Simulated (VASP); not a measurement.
A run of VASP 6.6.1:

Contents of POSCAR:

```
MgSi64
1.0
   10.8655790000      0.0000000000      0.0000000000
    0.0000000000     10.8655790000      0.0000000000
    0.0000000000      0.0000000000     10.8655790000
Si Mg
64 1
Direct
    0.9989020000      0.9995150000      0.9993320000
    0.9979730000      0.9983300000      0.4982220000
    0.9980630000      0.4981300000      0.9985820000
    0.9995790000      0.5014820000      0.5014680000
    0.4979300000      0.9983570000      0.9984150000
    0.5007820000      0.0000840000      0.5013390000
    0.5009000000      0.5015140000      0.9999220000
    0.5088850000      0.5094860000      0.5094840000
    0.1236610000      0.1240710000      0.1242670000
    0.1181980000      0.1186940000      0.6307800000
    0.1181590000      0.6309270000      0.1187740000
    0.1245780000      0.6258950000      0.6260560000
    0.6303270000      0.1187440000      0.1187550000
    0.6252770000      0.1252000000      0.6259620000
    0.6254050000      0.6258380000      0.1250780000
    0.6328500000      0.6330960000      0.6332260000
    0.2477540000      0.2480610000      0.9990330000
    0.2419830000      0.2427650000      0.5077810000
    0.2503600000      0.7513590000      0.9987060000
    0.2486350000      0.7508070000      0.5017380000
    0.7507220000      0.2510230000      0.9988250000
    0.7505630000      0.2490400000      0.5017540000
    0.7499490000      0.7503170000      0.0002970000
    0.7516900000      0.7524980000      0.4991350000
    0.3741160000      0.3747810000      0.1207150000
    0.3751050000      0.3758840000      0.6295450000
    0.3746850000      0.8748570000      0.1254990000
    0.3750440000      0.8755410000      0.6250440000
    0.8743020000      0.3753040000      0.1256770000
    0.8752100000      0.3757440000      0.6251660000
    0.8746820000      0.8753900000      0.1248970000
    0.8751480000      0.8759710000      0.6263490000
    0.2478570000      0.9990250000      0.2484750000
    0.2502570000      0.9985290000      0.7513320000
    0.2420230000      0.5077100000      0.2423900000
    0.2485930000      0.5016770000      0.7510710000
    0.7507580000      0.9988290000      0.2508640000
    0.7497800000      0.0003900000      0.7504050000
    0.7504130000      0.5017430000      0.2492370000
    0.7519430000      0.4990730000      0.7524770000
    0.3740680000      0.1211170000      0.3748650000
    0.3746550000      0.1254190000      0.8747480000
    0.3751750000      0.6296330000      0.3756030000
    0.3750080000      0.6252070000      0.8756420000
    0.8744330000      0.1255870000      0.3751840000
    0.8745480000      0.1251180000      0.8753350000
    0.8749900000      0.6252130000      0.3758380000
    0.8754230000      0.6263340000      0.8758240000
    0.9986000000      0.2484800000      0.2483790000
    0.9981130000      0.2507350000      0.7512290000
    0.9980340000      0.7512990000      0.2507470000
    0.9995600000      0.7504410000      0.7502410000
    0.5071380000      0.2426610000      0.2424530000
    0.5010330000      0.2491920000      0.7509100000
    0.5010750000      0.7508400000      0.2489220000
    0.4984630000      0.7521810000      0.7521950000
    0.1204070000      0.3749210000      0.3747590000
    0.1250940000      0.3750960000      0.8748130000
    0.1250260000      0.8746000000      0.3751950000
    0.1242980000      0.8751370000      0.8752540000
    0.6289630000      0.3755330000      0.3756770000
    0.6245320000      0.3756250000      0.8755810000
    0.6244200000      0.8756310000      0.3754700000
    0.6259390000      0.8756170000      0.8756030000
    0.3755020000      0.3760930000      0.3758980000
```

INCAR.step1

```
  PREC = Accurate
  ENCUT = 520
  ISMEAR = -1
  SIGMA = 0.05
  LREAL = Auto
  LASPH = T
  NELM = 80
  NBANDS = 167
  NELECT = 256.0
  ISYM = 0
  GGA = PE
  ALGO = Normal
  EDIFF = 1E-4
  LWAVE = T
  LCHARG = F
```

Contents of INCAR.step2:

```
  PREC = Accurate
  ENCUT = 520
  EDIFF = 1E-7
  ISMEAR = -1
  SIGMA = 0.05
  LREAL = Auto
  LASPH = T
  NELM = 80
  ALGO = Normal
  ISIF = 2
  LWAVE = F
  LCHARG = T
  METAGGA = R2SCAN
  LMIXTAU = T
  LELF = T
  LVHAR = T
  NBANDS = 167
  NELECT = 256.0
  ISYM = 0
  ISTART = 1
```

The input KPOINTS:

```
Automatic mesh
0
Gamma
  1 1 1
  0.25 0.25 0.25
```

Potentials or basis: VASP PAW PBE potentials, release 64 (Si, Mg).

Command:

```bash
$ cat potpaw_PBE.64/Si/POTCAR potpaw_PBE.64/Mg/POTCAR > POTCAR
$ cp INCAR.step1 INCAR
$ mpirun -np 1 vasp_std > vasp.out
$ cp INCAR.step2 INCAR
$ mpirun -np 1 vasp_std > vasp.out
```

Hardware: 1 thread of Oxide Virtual Turin-like Processor, with other jobs on the host.

Question: How long does it take, and how much memory?

Answer: It took 2.2 h on 1 thread of Oxide Virtual Turin-like Processor, with other jobs on the host, peak memory 1.5 GiB. Counts: k points 4.
